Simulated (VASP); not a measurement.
Runs of VASP 6.6.1 on Rb. The structure is that of space group P6_3/mmc (No. 194), or close to it. The cells are those of the table. This isn't the form of Rb at room conditions, which is bcc.

```tsv
cell	gap on the mesh (eV)	pressure (GPa)
a = 4.986, b = 4.986, c = 8.543 Å, angles 90.0, 90.0, 120.0°, 2 atoms	none	0.1
a = 4.783, b = 4.783, c = 8.746 Å, angles 90.0, 90.0, 120.0°, 2 atoms	none	0.3
a = 5.088, b = 5.088, c = 8.442 Å, angles 90.0, 90.0, 120.0°, 2 atoms	none	(a)
a = 4.783, b = 4.783, c = 8.663 Å, angles 90.0, 90.0, 120.0°, 2 atoms	none	0.3
```

Alike in all rows: task single point; level r2SCAN; potentials or basis VASP PAW PBE potentials, release 64 (Rb_sv); no spin polarisation; k mesh 9 × 9 × 6; cutoff (eV) 520; smearing gaussian 0.1 eV.

Fill in the values left out.

(a) 0.0.

Caveats: the PAW data sets were made with another functional, which shifts forces and pressure a little.

A k mesh can miss the band edges, and the runs leave out spin-orbit coupling on Rb.

A gap of «none» marks levels without a gap at the run's occupations.
